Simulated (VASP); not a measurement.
# Rh (P6_3/mmc) in VASP: notebook, part 2 of 2

VASP 6.6.1. Earlier steps stand in the parts before.

**3. Single point, PBE (8.19 Å³/atom)**

INCAR

```
SYSTEM = Rh
PREC = Accurate ; ENCUT = 520
EDIFF = 1E-6 ; ISMEAR = -1
SIGMA = 0.1 ; LREAL = .FALSE.
LASPH = .TRUE. ; NELM = 60
ALGO = Normal ; ISIF = 2
LWAVE = .FALSE. ; LCHARG = .TRUE.
GGA = PE ; LELF = .TRUE.
LVHAR = .TRUE. ; NBANDS = 22
```

KPOINTS

```
Automatic mesh
0
G
  18 18 10
  0 0 0
```

POSCAR

```
Rh
1.0
    2.2656353745      0.0000000000      0.0000000000
   -1.1328176872      1.9620977900      0.0000000000
    0.0000000000      0.0000000000      3.6856250115
Rh
2
Direct
    0.3333333333      0.6666666667      0.2500000000
    0.6666666667      0.3333333333      0.7500000000
```

Potentials or basis: VASP PAW PBE potentials, release 64 (Rh_pv).

Run with:

```console
cat potpaw_PBE.64/Rh_pv/POTCAR > POTCAR
mpirun -np 1 vasp_std > vasp.out
```

OUTCAR:

```text
SYSTEM = Rh
   PREC = Accurate
   ENCUT = 520
   EDIFF = 1E-6
   ISMEAR = -1
   LREAL = .FALSE.
   LASPH = .TRUE.
   NELM = 60
   ISIF = 2
   GGA = PE

 ion  position               nearest neighbor table
   1  0.333  0.667  0.250-   2 2.26   2 2.26   2 2.26   2 2.26   2 2.26   2 2.26   2 3.20   2 3.20
                             2 3.20   2 3.20   2 3.20   2 3.20
   2  0.667  0.333  0.750-   1 2.26   1 2.26   1 2.26   1 2.26   1 2.26   1 2.26   1 3.20   1 3.20
                             1 3.20   1 3.20   1 3.20   1 3.20

  LATTYP: Found a hexagonal cell.
 ALAT       =     2.2656353745
 C/A-ratio  =     1.6267511767

  Lattice vectors:

 A1 = (   2.2656353745,   0.0000000000,   0.0000000000)
 A2 = (  -1.1328176872,   1.9620977900,   0.0000000000)
 A3 = (   0.0000000000,   0.0000000000,   3.6856250115)

Analysis of symmetry for initial positions (statically):
=====================================================================
 Subroutine PRICEL returns:
 Original cell was already a primitive cell.

 Routine SETGRP: Setting up the symmetry group for a
 hexagonal supercell.

 Subroutine GETGRP returns: Found 24 space group operations
 (whereof 12 operations were pure point group operations)
 out of a pool of 24 trial point group operations.

The static configuration has the point symmetry D_3d.
 The point group associated with its full space group is D_6h.

Analysis of symmetry for dynamics (positions and initial velocities):
=====================================================================
 Subroutine PRICEL returns:
 Original cell was already a primitive cell.

 Routine SETGRP: Setting up the symmetry group for a
 hexagonal supercell.

 Subroutine GETGRP returns: Found 24 space group operations
 (whereof 12 operations were pure point group operations)
 out of a pool of 24 trial point group operations.

The dynamic configuration has the point symmetry D_3d.
 The point group associated with its full space group is D_6h.

 Subroutine INISYM returns: Found 24 space group operations
[... 103 lines left out ...]
   ISIF   =      2    stress and relaxation
   ISYM   =      2    0-nonsym 1-usesym 2-fastsym
   POTIM  = 0.5000    time-step for ionic-motion
   TEBEG  =    0.0;   TEEND  =   0.0 temperature during run
   PSTRESS=    0.0 pullay stress
   NELECT =      30.0000    total number of electrons
   NUPDOWN=      -1.0000    fix difference up-down
   EMIN   =  10.00;   EMAX   =-10.00  energy-range for DOS
   EFERMI =   0.00;   METHOD = LEGACY
   ISMEAR =    -1;   SIGMA  =   0.10  broadening in eV -4-tet -1-fermi 0-gaus
   EFERMI_NEDOS =   21; number of points for ismear=-14 and -15
   IALGO  =     38    algorithm
   IMIX   =      4    mixing-type and parameters
     AMIX     =   0.40;   BMIX     =  1.00
     AMIX_MAG =   1.60;   BMIX_MAG =  1.00
  volume/ion in A,a.u.               =       8.19        55.28
  Fermi-wavevector in a.u.,A,eV,Ry     =   2.002817  3.784776 54.576733  4.011277
  Thomas-Fermi vector in A             =   3.017689
   LORBIT       =      0    0 simple, 1 ext, 2 COOP (PROOUT), +10 PAW based schemes
   GGA     = PE    functional components
[... 5 lines left out ...]
 non-spin polarized calculation
  energy-cutoff  :      520.00
  volume of cell :       16.38
 maximum number of plane-waves:       458
 NGX is ok and might be reduce to    18
   NGX =  9   NGY =  9   NGZ = 13

 number of electron      30.0000006 magnetization

 Free energy of the ion-electron system (eV)
  ---------------------------------------------------
  ext. energy  EPLUGINS =         0.00000000
  ---------------------------------------------------
  free energy    TOTEN  =        -2.85092134 eV

  energy without entropy =       -2.80399408  energy(sigma->0) =       -2.82745771

 E-fermi :  24.5030     XC(G=0): -17.6362

 val. band max:       24.4985725054   @ k =   0.2222   0.1111   0.4000
 cond. band min:      24.5059545822   @ k =   0.2222   0.1111   0.5000
 fundamental gap:      0.0073820768
 Fermi energy:        24.5030408765

 k-point     1 :       0.0000    0.0000    0.0000
  band No.  band energies     occupation
      1     -26.8594      2.00000
      2     -23.5039      2.00000
      3     -23.5039      2.00000
      4     -23.0111      2.00000
      5     -23.0110      2.00000
      6     -23.0109      2.00000
[... 589 lines left out ...]
     21      40.0687      0.00000
     22      41.3543      0.00000

 [... further k-points ...]
[... 5 lines left out ...]
  --------------------------------------------------------------------------------------
  -------------------------------------------------------------------------------------
  Total       54.3484752     54.3484752     54.3685009      0.0000000     -0.0000000      0.0000000
  in kB     5314.6679326   5314.6679325   5316.6262230      0.0000001     -0.0000000      0.0000000
  external PRESSURE =    5315.3206960 kB  Pullay stress =       0.0000000 kB

 VOLUME and BASIS-vectors are now :
 -----------------------------------------------------------------------------
  energy-cutoff  :      520.00
  volume of cell :       16.38
      direct lattice vectors                 reciprocal lattice vectors
     2.265635374  0.000000000  0.000000000     0.441377289  0.254829297  0.000000000
    -1.132817687  1.962097790  0.000000000     0.000000000  0.509658594  0.000000000
     0.000000000  0.000000000  3.685625011     0.000000000  0.000000000  0.271324401

 POSITION                                       TOTAL-FORCE (eV/Angst)
 -----------------------------------------------------------------------------------
     -0.00000      1.30807      0.92141         0.000000      0.000000      0.000000
      1.13282      0.65403      2.76422        -0.000000      0.000000      0.000000
 -----------------------------------------------------------------------------------
    total drift:                               -0.000000      0.000000     -0.000000

  FREE ENERGIE OF THE ION-ELECTRON SYSTEM (eV)
  ---------------------------------------------------
  free  energy   TOTEN  =        -2.8509213362 eV

  energy  without entropy=       -2.8039940771  energy(sigma->0) =       -2.82745771
```

Run time: 29 s. Hardware: 1 thread of Intel Xeon 6975P-C (Granite Rapids), shared host; peak memory 0.18 GiB.

Results:

* Free energy: -2.8509 eV
* Pressure: 531.5 GPa
* Band gap on the k mesh: zero (bands 15 and 16 overlap by 5.18 eV)

Caveat: the cell stands under pressure.

**4. Single point, PBE**

This run uses another cell than the first one, of 9.60 Å³/atom.

INCAR

```
SYSTEM = Rh
  PREC = Accurate
  ENCUT = 520
  EDIFF = 1E-6
  ISMEAR = -1
  SIGMA = 0.1
  LREAL = .False.
  LASPH = .True.
  NELM = 80
  ALGO = Normal
  ISIF = 2
  LWAVE = .False.
  LCHARG = .False.
  GGA = PE
  NBANDS = 22
```

KPOINTS

```
regular mesh
0
Gamma
  18 18 10
  0 0 0
```

POSCAR

```
Rh
1.0
    2.3909160360      0.0000000000      0.0000000000
   -1.1954580180      2.0705940255      0.0000000000
    0.0000000000      0.0000000000      3.8801047452
Rh
2
Direct
    0.3333333333      0.6666666667      0.2500000000
    0.6666666667      0.3333333333      0.7500000000
```

Potentials or basis: VASP PAW PBE potentials, release 64 (Rh_pv).

Run with:

```console
cat potpaw_PBE.64/Rh_pv/POTCAR > POTCAR
mpirun -np 1 vasp_std > vasp.out
```

OUTCAR:

```text
SYSTEM = Rh
   PREC = Accurate
   ENCUT = 520
   EDIFF = 1E-6
   ISMEAR = -1
   LREAL = .False.
   LASPH = .True.
   NELM = 80
   ISIF = 2
   GGA = PE

 ion  position               nearest neighbor table
   1  0.333  0.667  0.250-   2 2.38   2 2.38   2 2.38   2 2.38   2 2.38   2 2.38
   2  0.667  0.333  0.750-   1 2.38   1 2.38   1 2.38   1 2.38   1 2.38   1 2.38

  LATTYP: Found a hexagonal cell.
 ALAT       =     2.3909160360
 C/A-ratio  =     1.6228527839

  Lattice vectors:
[... 190 lines left out ...]
      1     -29.5835      2.00000
      2     -27.4930      2.00000
      3     -27.4930      2.00000
      4     -27.1788      2.00000
      5     -27.1758      2.00000
      6     -27.1758      2.00000
[... 589 lines left out ...]
     21      34.5721      0.00000
     22      35.4609      0.00000

 [... further k-points ...]
[... 5 lines left out ...]
  --------------------------------------------------------------------------------------
  -------------------------------------------------------------------------------------
  Total       30.8395607     30.8395607     30.8582294      0.0000000     -0.0000000      0.0000000
  in kB     2572.2669286   2572.2669286   2573.8240454      0.0000000     -0.0000000      0.0000000
  external PRESSURE =    2572.7859675 kB  Pullay stress =       0.0000000 kB

 VOLUME and BASIS-vectors are now :
 -----------------------------------------------------------------------------
  energy-cutoff  :      520.00
  volume of cell :       19.21
      direct lattice vectors                 reciprocal lattice vectors
     2.390916036  0.000000000  0.000000000     0.418249736  0.241476597  0.000000000
    -1.195458018  2.070594026  0.000000000     0.000000000  0.482953195  0.000000000
     0.000000000  0.000000000  3.880104745     0.000000000  0.000000000  0.257725001

 POSITION                                       TOTAL-FORCE (eV/Angst)
 -----------------------------------------------------------------------------------
     -0.00000      1.38040      0.97003         0.000000     -0.000000      0.000000
      1.19546      0.69020      2.91008        -0.000000      0.000000      0.000000
 -----------------------------------------------------------------------------------
    total drift:                               -0.000000      0.000000     -0.000000

  FREE ENERGIE OF THE ION-ELECTRON SYSTEM (eV)
  ---------------------------------------------------
  free  energy   TOTEN  =        -9.5272166972 eV

  energy  without entropy=       -9.4679156698  energy(sigma->0) =       -9.49756618
```

It took 31 s on 1 thread of Intel Xeon 6975P-C (Granite Rapids), shared host; peak memory 0.18 GiB.

What came out:

```
Free energy            : -9.5272 eV
Pressure               : 257.3 GPa
Band gap on the k mesh : zero (bands 15 and 16 overlap by 4.19 eV)
```

Caveat: the cell stands under pressure.

**5. Single point, PBE (9.60 Å³/atom)**

This run uses another cell than the first one, of 9.60 Å³/atom.

INCAR

```
ALGO     = Normal         # electronic algorithm
EDIFF    = 1E-7           # SCF threshold, eV
ENCUT    = 520            # plane-wave cutoff, eV
GGA      = PE             # functional
ISIF     = 2              # what is computed and relaxed
ISMEAR   = -1             # smearing method
LASPH    = True           # aspherical terms in the spheres
LCHARG   = False          # write CHGCAR
LREAL    = False          # projectors in reciprocal space
LWAVE    = False          # write WAVECAR
NBANDS   = 22             # bands
NELM     = 100            # most SCF steps
PREC     = Accurate       # precision mode
SIGMA    = 0.1            # smearing width, eV
```

KPOINTS

```
k-points
0
Gamma
  18 18 10
```

POSCAR is that of step 4.

Run with:

```console
cat potpaw_PBE.64/Rh_pv/POTCAR > POTCAR
mpirun -np 1 vasp_std > vasp.out
```

Wall time 34 s (1 thread of Intel Xeon 6975P-C (Granite Rapids), shared host); peak memory 0.19 GiB.

It converged, with:

```
Free energy            : -9.5272 eV
Pressure               : 257.3 GPa
Band gap on the k mesh : zero (bands 15 and 16 overlap by 4.19 eV)
```

Stress tensor (GPa, compression positive):
```
257.28   0.00   0.00
  0.00 257.28   0.00
  0.00   0.00 257.42
```

Levels at points of the mesh, in eV from the Fermi level:
| k point | band 12 | band 13 | band 14 | band 15 | band 16 | band 17 | band 18 | band 19 |
| --- | --- | --- | --- | --- | --- | --- | --- | --- |
| (0.00, 0.00, 0.00) | -4.41 | -4.41 | -3.33 | -3.33 | 0.17 | 0.17 | 0.62 | 12.94 |
| (0.50, 0.00, 0.00) | -3.77 | -3.32 | 0.85 | 1.19 | 1.41 | 4.71 | 7.65 | 13.65 |
| (0.00, 0.00, 0.50) | -5.49 | -5.04 | -5.04 | -0.73 | -0.73 | -0.73 | -0.73 | 14.70 |
| (0.50, 0.00, 0.50) | -2.98 | -0.59 | -0.59 | 1.18 | 1.18 | 3.76 | 3.76 | 13.56 |

Caveat: the cell stands under pressure.
